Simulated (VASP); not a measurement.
# AgSn2SeI3 (Cmmm) in VASP: single point with PBE

Aim: the single point of AgSn2SeI3 with PBE.

Program: VASP 6.6.1. These are calculated values, not measurements. Logs are shortened: lines on timing, memory, paths and dates and some standing lists are left out, and cuts for length are marked.

## Step 1: The cell of the first run

Symmetry: Cmmm, No. 65, orthorhombic system. Conventional cell: a = 7.190 Å, b = 9.752 Å, c = 8.661 Å, α = 90.00°, β = 90.00°, γ = 90.00°. Ag (site symmetry mmm) has 2 I at 2.68 Å and 4 Sn at 3.03 Å within 3.5 Å. Within 4.0 Å of Sn (site symmetry 2/m) lie 2 Ag at 3.03 Å and 2 I at 3.03 Å and 2 Sn at 3.60 Å. Within 5.2 Å of Se (site symmetry mmm) lie 10 I at 3.96 to 5.15 Å. Within 3.5 Å of I (site symmetry mm2) lie 1 Ag at 2.68 Å and 1 I at 3.30 Å. Within 4.0 Å of I (site symmetry mmm) lie 4 Sn at 3.03 Å and 2 Ag at 3.60 Å.

## Step 2: Single point, PBE

The input, INCAR:

```
SYSTEM = AgSn2SeI3
  ALGO = Normal
  EDIFF = 1E-6
  ENCUT = 520
  GGA = PE
  ISIF = 2
  ISMEAR = 0
  LASPH = .TRUE.
  LCHARG = .FALSE.
  LREAL = .FALSE.
  LWAVE = .FALSE.
  NBANDS = 42
  NELM = 60
  PREC = Accurate
  SIGMA = 0.15
```

The input, KPOINTS:

```
k-points
0
G
  3 3 2
  0 0 0
```

The input, POSCAR:

```
AgSn2SeI3
1.0
    3.5952061453     -4.8760587696      0.0000000000
    3.5952061453      4.8760587696      0.0000000000
    0.0000000000      0.0000000000      8.6613637883
Ag Sn Se I
1 2 1 3
Direct
    0.0000000000      0.0000000000      0.5000000000
    0.0000000000      0.5000000000      0.5000000000
    0.5000000000      0.0000000000      0.5000000000
    0.5000000000      0.5000000000      0.0000000000
    0.0000000000      0.0000000000      0.1904353297
    0.0000000000      0.0000000000      0.8095646703
    0.5000000000      0.5000000000      0.5000000000
```

Potentials or basis: VASP PAW PBE potentials, release 64 (Ag, Sn_d, Se, I).

The run is started by

```bash
cat potpaw_PBE.64/Ag/POTCAR potpaw_PBE.64/Sn_d/POTCAR potpaw_PBE.64/Se/POTCAR potpaw_PBE.64/I/POTCAR > POTCAR
mpirun -np 1 vasp_std > vasp.out
```

OUTCAR:

```text
SYSTEM = AgSn2SeI3
   EDIFF = 1E-6
   ENCUT = 520
   GGA = PE
   ISIF = 2
   ISMEAR = 0
   LASPH = .TRUE.
   LREAL = .FALSE.
   NELM = 60
   PREC = Accurate

 ion  position               nearest neighbor table
   1  0.000  0.000  0.500-   5 2.68   6 2.68   2 3.03   3 3.03   2 3.03   3 3.03
   2  0.000  0.500  0.500-   1 3.03   7 3.03   1 3.03   7 3.03   3 3.60   3 3.60
   3  0.500  0.000  0.500-   1 3.03   7 3.03   7 3.03   1 3.03   2 3.60   2 3.60
   4  0.500  0.500  0.000-
   5  0.000  0.000  0.190-   1 2.68   6 3.30
   6  0.000  0.000  0.810-   1 2.68   5 3.30
   7  0.500  0.500  0.500-   2 3.03   3 3.03   3 3.03   2 3.03

  LATTYP: Found a base centered orthorhombic cell.
 ALAT       =     7.1904122906
 B/A-ratio  =     1.3562668099
 C/A-ratio  =     1.2045712316

  Lattice vectors:

 A1 = (   3.5952061453,  -4.8760587696,   0.0000000000)
 A2 = (   3.5952061453,   4.8760587696,   0.0000000000)
 A3 = (   0.0000000000,   0.0000000000,   8.6613637883)

Analysis of symmetry for initial positions (statically):
=====================================================================
 Subroutine PRICEL returns:
 Original cell was already a primitive cell.

 Routine SETGRP: Setting up the symmetry group for a
 base centered orthorhombic supercell.

 Subroutine GETGRP returns: Found  8 space group operations
 (whereof  8 operations were pure point group operations)
 out of a pool of  8 trial point group operations.

The static configuration has the point symmetry D_2h.

Analysis of symmetry for dynamics (positions and initial velocities):
=====================================================================
 Subroutine PRICEL returns:
 Original cell was already a primitive cell.

 Routine SETGRP: Setting up the symmetry group for a
 base centered orthorhombic supercell.

 Subroutine GETGRP returns: Found  8 space group operations
 (whereof  8 operations were pure point group operations)
 out of a pool of  8 trial point group operations.

The dynamic configuration has the point symmetry D_2h.

 Subroutine INISYM returns: Found  8 space group operations
 (whereof  8 operations are pure point group operations),
 and found     1 'primitive' translations

[... 88 lines left out ...]
   LREAL  =      F    real-space projection
   EDIFFG = 0.1E-04   stopping-criterion for IOM
   NSW    =      0    number of steps for IOM
   IBRION =     -1    ionic relax: 0-MD 1-quasi-New 2-CG
   NFREE  =      0    steps in history (QN), initial steepest desc. (CG)
   ISIF   =      2    stress and relaxation
   ISYM   =      2    0-nonsym 1-usesym 2-fastsym
   POTIM  = 0.5000    time-step for ionic-motion
   TEBEG  =    0.0;   TEEND  =   0.0 temperature during run
   PSTRESS=    0.0 pullay stress
   NELECT =      66.0000    total number of electrons
   NUPDOWN=      -1.0000    fix difference up-down
   EMIN   =  10.00;   EMAX   =-10.00  energy-range for DOS
   EFERMI =   0.00;   METHOD = LEGACY
   ISMEAR =     0;   SIGMA  =   0.15  broadening in eV -4-tet -1-fermi 0-gaus
   EFERMI_NEDOS =   21; number of points for ismear=-14 and -15
   IALGO  =     38    algorithm
   IMIX   =      4    mixing-type and parameters
     AMIX     =   0.40;   BMIX     =  1.00
     AMIX_MAG =   1.60;   BMIX_MAG =  1.00
  volume/ion in A,a.u.               =      43.38       292.76
  Fermi-wavevector in a.u.,A,eV,Ry     =   0.984283  1.860024 13.181491  0.968812
  Thomas-Fermi vector in A             =   2.115504
   LORBIT       =      0    0 simple, 1 ext, 2 COOP (PROOUT), +10 PAW based schemes
   GGA     = PE    functional components
   LHFCALC =     F    Hartree Fock is set to
   AEXX    =    0.0000 exact exchange contribution
   IVDW    =     0    specifies the selected vdW correction
   LEPSILON=     F    determine dielectric tensor
   LRPA    =     F    only Hartree local field effects (RPA)
 non-spin polarized calculation
 Gauss-broadening in eV      SIGMA  =   0.15
  energy-cutoff  :      520.00
  volume of cell :      303.67
 maximum number of plane-waves:      8203
 NGX is ok and might be reduce to    48
   NGX = 23   NGY = 23   NGZ = 33

 number of electron      66.0000016 magnetization

 Free energy of the ion-electron system (eV)
  ---------------------------------------------------
  ext. energy  EPLUGINS =         0.00000000
  ---------------------------------------------------
  free energy    TOTEN  =       -15.55470475 eV

  energy without entropy =      -15.41366508  energy(sigma->0) =      -15.48418492

 E-fermi :   2.3634     XC(G=0):  -7.5725

 val. band max:        2.3557822258   @ k =   0.3333   0.3333   0.0000
 cond. band min:       2.4719684641   @ k =   0.0000   0.0000   0.0000
 fundamental gap:      0.1161862382
 Fermi energy:         2.3634200371

 k-point     1 :       0.0000    0.0000    0.0000
  band No.  band energies     occupation
      1     -20.1900      2.00000
      2     -20.1597      2.00000
      3     -20.1580      2.00000
      4     -20.1481      2.00000
      5     -20.0391      2.00000
      6     -20.0289      2.00000
[... 349 lines left out ...]
     41       7.6444      0.00000
     42       8.2069      0.00000

------------------------ aborting loop because EDIFF is reached ----------------------------------------

  FORCE on cell =-STRESS in cart. coord.  units (eV):
  Direction    XX          YY          ZZ          XY          YZ          ZX
  --------------------------------------------------------------------------------------
  -------------------------------------------------------------------------------------
  Total        0.8686345      0.4036564      0.9851520     -0.0000000      0.0000000      0.0000000
  in kB        4.5828815      2.1296753      5.1976234     -0.0000000      0.0000000      0.0000000
  external PRESSURE =       3.9700601 kB  Pullay stress =       0.0000000 kB

 VOLUME and BASIS-vectors are now :
 -----------------------------------------------------------------------------
  energy-cutoff  :      520.00
  volume of cell :      303.67
      direct lattice vectors                 reciprocal lattice vectors
     3.595206145 -4.876058770  0.000000000     0.139074084 -0.102541832  0.000000000
     3.595206145  4.876058770  0.000000000     0.139074084  0.102541832  0.000000000
     0.000000000  0.000000000  8.661363788     0.000000000  0.000000000  0.115455259

 POSITION                                       TOTAL-FORCE (eV/Angst)
 -----------------------------------------------------------------------------------
      0.00000      0.00000      4.33068         0.000000     -0.000000      0.000000
      1.79760      2.43803      4.33068         0.000000     -0.000000      0.000000
      1.79760     -2.43803      4.33068         0.000000      0.000000      0.000000
      3.59521      0.00000      0.00000         0.000000      0.000000      0.000000
      0.00000      0.00000      1.64943        -0.000000     -0.000000     -0.072175
      0.00000      0.00000      7.01193        -0.000000     -0.000000      0.072175
      3.59521      0.00000      4.33068         0.000000     -0.000000      0.000000
 -----------------------------------------------------------------------------------
    total drift:                                0.000000      0.000000     -0.000000

  FREE ENERGIE OF THE ION-ELECTRON SYSTEM (eV)
  ---------------------------------------------------
  free  energy   TOTEN  =       -15.5547047521 eV

  energy  without entropy=      -15.4136650790  energy(sigma->0) =      -15.48418492
```

stdout:

```text
POSCAR found type information on POSCAR AgSnSeI
 POSCAR found :  4 types and       7 ions
 scaLAPACK will be used
 LDA part: xc-table for (Slater+PW92), standard interpolation
 POSCAR, INCAR and KPOINTS ok, starting setup
 FFT: planning ... GRIDC
 FFT: planning ... GRID_SOFT
 FFT: planning ... GRID
 WAVECAR not read
 entering main loop
```

Wall time 79 s (1 thread of Intel Xeon 6975P-C (Granite Rapids), shared host); peak memory 0.45 GiB.

What came out:

```
Free energy            : -15.5547 eV
Pressure               : 0.4 GPa
Largest force          : 0.072 eV/Å
Band gap on the k mesh : zero (band 33 reaches 2.51 eV, above the bottom of band 34 at 2.32 eV)
```

Forces in eV/Å, atoms in the order of the input:
```
Ag   0.000  0.000  0.000
Sn   0.000  0.000  0.000
Sn   0.000  0.000  0.000
Se   0.000  0.000  0.000
I    0.000  0.000 -0.072
I    0.000  0.000  0.072
I    0.000  0.000  0.000
```

Stress tensor (GPa, compression positive):
```
0.46 0.00 0.00
0.00 0.21 0.00
0.00 0.00 0.52
```

Levels at points of the mesh, in eV from the Fermi level:
```
           k point  band 31  band 32  band 33  band 34  band 35  band 36
(0.00, 0.00, 0.00)    -1.13    -0.17    -0.07     0.11     0.67     0.68
(0.00, 0.00, 0.50)    -0.73    -0.39    -0.08     0.27     0.40     0.66
```

Caveat: the k points lie up to 0.36 Å⁻¹ apart; spin-orbit coupling is left out, which moves the levels of the heavy elements.
